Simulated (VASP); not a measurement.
Set up this calculation in VASP 6.6.1, as the native input.

```
Task                   : single point
Functional             : LDA
Potentials or basis    : VASP PAW LDA potentials, release 64 (Mg)
Cutoff                 : 520 eV
k mesh                 : 11 × 11 × 6
Occupations            : fermi-dirac, width 0.1 eV
Spin                   : no spin polarisation
Dipole correction      : no
Further INCAR settings : ALGO = Normal; EDIFF = 1e-06; NBANDS = 9
```

The structure of Mg lies in POSCAR:

```
Mg
1.0
    3.1325008920      0.0000000000      0.0000000000
   -1.5662504460      2.7128253499      0.0000000000
    0.0000000000      0.0000000000      5.0848940273
Mg
2
Direct
    0.3333333333      0.6666666667      0.2500000000
    0.6666666667      0.3333333333      0.7500000000
```

These files were run (other wordings do the same):

INCAR

```
SYSTEM = Mg
ALGO     = Normal         ! electronic algorithm
EDIFF    = 1E-6           ! SCF threshold, eV
ENCUT    = 520            ! plane-wave cutoff, eV
ISIF     = 2              ! what is computed and relaxed
ISMEAR   = -1             ! smearing method
LASPH    = .True.         ! aspherical terms in the spheres
LCHARG   = .True.         ! write CHGCAR
LELF     = .True.         ! ELF
LREAL    = .False.        ! projectors in reciprocal space
LVHAR    = .True.       
LWAVE    = .False.        ! write WAVECAR
NBANDS   = 9              ! bands
NELM     = 60             ! most SCF steps
PREC     = Accurate       ! precision mode
SIGMA    = 0.1            ! smearing width, eV
```

KPOINTS

```
k-points
0
Gamma
  11 11 6
  0 0 0
```

Potentials or basis: VASP PAW LDA potentials, release 64 (Mg).

The run is started by

```console
$ cat potpaw_LDA.64/Mg/POTCAR > POTCAR
$ mpirun -np 1 vasp_std > vasp.out
```

Results of the run:

```yaml
Pressure: -0.3 GPa
Band_gap_on_the_k_mesh: zero (band 2 reaches 3.68 eV, above the bottom of band 3 at 1.52 eV)
```

It took 5.7 s on 1 thread of Intel(R) Xeon(R) 6975P-C (Granite Rapids), with other jobs on the host, peak memory 0.14 GiB.
